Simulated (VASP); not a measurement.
Write the native input for VASP 6.6.1 that does the following.

| Quantity | Value |
| --- | --- |
| Task | single point |
| Functional | PBE |
| Potentials or basis | VASP PAW PBE potentials, release 64 (Ti_sv, B) |
| Cutoff | 520 eV |
| k mesh | 14 × 14 × 14 |
| Occupations | gaussian, width 0.1 eV |
| Spin | no spin polarisation |
| Dipole correction | no |
| Further INCAR settings | ALGO = Normal; EDIFF = 1e-06; NBANDS = 20 |

The structure of Ti2B lies in POSCAR:

```
Ti2B
1.0
    0.0000000000      2.7280602808      2.7280602808
    2.7280602808      0.0000000000      2.7280602808
    2.7280602808      2.7280602808      0.0000000000
Ti B
2 1
Direct
    0.2500000000      0.2500000000      0.2500000000
    0.7500000000      0.7500000000      0.7500000000
    0.0000000000      0.0000000000      0.0000000000
```

These files were run (other wordings do the same):

INCAR

```
ALGO = Normal
EDIFF = 1E-6
ENCUT = 520
GGA = PE
ISIF = 2
ISMEAR = 0
LASPH = T
LCHARG = F
LREAL = F
LWAVE = F
NBANDS = 20
NELM = 100
PREC = Accurate
SIGMA = 0.1
```

KPOINTS

```
k-points
0
Gamma
  14 14 14
```

Potentials or basis: VASP PAW PBE potentials, release 64 (Ti_sv, B).

The run is started by

```bash
$ cat potpaw_PBE.64/Ti_sv/POTCAR potpaw_PBE.64/B/POTCAR > POTCAR
$ mpirun -np 1 vasp_std > vasp.out
```

Results of the run:

| Quantity | Value |
| --- | --- |
| Pressure | -0.1 GPa |

Wall time 110 s on 1 thread of AMD EPYC 7R43 64-Core Processor (Zen 3), on a shared host, peak memory 0.18 GiB.
